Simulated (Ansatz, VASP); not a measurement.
SnO2: VASP beside Ansatz

INCAR

```
SYSTEM = SnO2
  PREC = Accurate
  ENCUT = 520
  EDIFF = 1E-6
  ISMEAR = 0
  SIGMA = 0.05
  LREAL = .False.
  LASPH = .True.
  NELM = 80
  ALGO = Normal
  ISIF = 2
  LWAVE = .False.
  LCHARG = .False.
  NBANDS = 35
```

The input KPOINTS:

```
Automatic mesh
0
Gamma
  6 6 8
  0 0 0
```

POSCAR

```
SnO2
1.0
    4.9330604771      0.0000000000      0.0000000000
    0.0000000000      4.9336664808      0.0000000000
    0.0000000000      0.0000000000      3.3328025979
Sn O
2 4
Direct
    0.5000000000      0.5000000000      0.5000000000
    0.0000000000      0.0000000000      0.0000000000
    0.3059833077      0.3450716815      0.0000000000
    0.8059833077      0.1549283185      0.5000000000
    0.1940166923      0.8450716815      0.5000000000
    0.6940166923      0.6549283185      0.0000000000
```

Input for Ansatz:

```yaml
crystal:
  lattice:
    - [4.9330604771, 0.0, 0.0]
    - [0.0, 4.9336664808, 0.0]
    - [0.0, 0.0, 3.3328025979]
  atoms:
    - { symbol: Sn, position: [0.5, 0.5, 0.5] }
    - { symbol: Sn, position: [0.0, 0.0, 0.0] }
    - { symbol: O, position: [0.3059833077, 0.3450716815, 0.0] }
    - { symbol: O, position: [0.8059833077, 0.1549283185, 0.5] }
    - { symbol: O, position: [0.1940166923, 0.8450716815, 0.5] }
    - { symbol: O, position: [0.6940166923, 0.6549283185, 0.0] }
basis:
  ecutwfc: 520.0
kpoints:
  mp_grid: { grid: [6, 6, 8] }
hamiltonian:
  xc: lda
scf:
  occupations: { method: gaussian, width: 0.05 }
output:
  forces: true
  stress: true
  eigenvalues: true
```

Alike in both runs: task single point; functional LDA; k mesh 6 × 6 × 8; occupations gaussian, width 0.05 eV; no spin polarisation.

|  | VASP | Ansatz |
| --- | --- | --- |
| version | VASP 6.6.1 | Ansatz 0.2.0 |
| potentials or method | VASP PAW LDA potentials, release 64 (Sn_d, O), cutoff 520 eV | scalar-relativistic, plane waves, PAW |
| valence electrons in the cell | 52 | 52 |

Ansatz gave:

| Property | Result |
| --- | --- |
| gap on the k mesh at the Fermi level (eV) | 0.34 |
| least direct gap on the mesh (eV) | 0.43 |
| pressure (GPa) | -15.2 |
| traceless stress, the component that is largest in VASP (GPa) | -5.87 |
| rms of the force components (eV/Å) | 0.857 |

Task: Estimate VASP's values.

Result: gap on the k mesh at the Fermi level (eV): 0.36; least direct gap on the mesh (eV): 0.43; pressure (GPa): -14.5; traceless stress, the component that is largest in VASP (GPa): -5.27; rms of the force components (eV/Å): 0.883.

LDA's correlation is that of Perdew and Zunger in VASP and of Perdew and Wang (1992) in Ansatz. Atom by atom the forces differ by 0.026 eV/Å (rms over components).
